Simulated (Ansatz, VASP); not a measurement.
**One calculation of C, two programs**

```
CELL_PARAMETERS angstrom
-1.16048 1.16048 1.16048
1.16048 -1.16048 1.16048
1.16048 1.16048 -1.16048
ATOMIC_POSITIONS crystal
C 0.00000 0.00000 0.00000
```

Alike in both runs: task single point; functional revPBE; k mesh 21 × 21 × 21; occupations fermi-dirac, width 0.1 eV; no spin polarisation.

|  | VASP | Ansatz |
| --- | --- | --- |
| version | VASP 6.6.1 | Ansatz 0.2.0 |
| potentials or method | VASP PAW PBE potentials, release 64 (C), cutoff 520 eV | plane waves (420 eV) with PAW, scalar-relativistic |
| valence electrons in the cell | 4 | 4 |

```tsv
	VASP	Ansatz	Ansatz less VASP
pressure (GPa)	17.2	17.0	-0.13
```

VASP's potentials were made for PBE, not for revPBE.
